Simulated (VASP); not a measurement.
# Yb: single point with LDA

Crystal: Yb.

```xyz
1
Lattice="-1.5734 1.5734 1.5734 1.5734 -1.5734 1.5734 1.5734 1.5734 -1.5734" Properties=species:S:1:pos:R:3 pbc="T T T"
Yb    0.0000    0.0000    0.0000
```

This isn't the form of Yb at room conditions, which is fcc.

* Program: VASP 6.6.1
* Task: single point
* Functional: LDA
* Potentials or basis: VASP PAW PBE potentials, release 64 (Yb)
* Cutoff: 520 eV
* k mesh: 14 × 14 × 14
* Occupations: fermi-dirac, width 0.08 eV
* Spin: no spin polarisation
* Dipole correction: no
* Further INCAR settings: ALGO = Normal; EDIFF = 1e-06; NBANDS = 18; ISYM = 0

```json
{
  "Pressure": "59.4 GPa",
  "Band gap on the k mesh": "zero (bands 12 and 13 overlap by 1.85 eV)"
}
```

Levels at points of the mesh, in eV from the Fermi level:
```csv
k point,band 8,band 9,band 10,band 11,band 12,band 13,band 14,band 15,band 16,band 17
"(0.00, 0.00, 0.00)",-1.33,-0.68,-0.68,-0.68,-0.53,3.55,3.55,3.55,7.64,7.64
"(0.50, 0.00, 0.00)",-1.02,-0.81,-0.72,-0.71,-0.62,0.06,6.26,8.16,9.73,13.79
"(0.00, 0.50, 0.00)",-1.02,-0.81,-0.72,-0.71,-0.62,0.06,6.26,8.16,9.73,13.79
"(0.00, 0.00, 0.50)",-1.02,-0.81,-0.72,-0.71,-0.62,0.06,6.26,8.16,9.73,13.79
"(0.50, 0.00, 0.50)",-1.02,-0.81,-0.72,-0.71,-0.62,0.06,6.26,8.16,9.73,13.79
"(0.50, 0.50, 0.00)",-1.02,-0.81,-0.72,-0.71,-0.62,0.06,6.26,8.16,9.73,13.79
"(0.00, 0.50, 0.50)",-1.02,-0.81,-0.72,-0.71,-0.62,0.06,6.26,8.16,9.73,13.79
"(0.50, 0.50, 0.50)",-0.97,-0.97,-0.97,-0.64,-0.64,-0.64,12.88,12.88,12.88,13.62
```

It took 19 min on 1 thread of AMD EPYC 7R13, on a shared host, peak memory 0.51 GiB.

Caveat: the cell stands under pressure; the PAW data sets were made with another functional, which shifts forces and pressure a little; spin-orbit coupling is left out, which moves the levels of the heavy elements. Spin polarisation is off, so any magnetic state and its effect on volume and gap are missing.
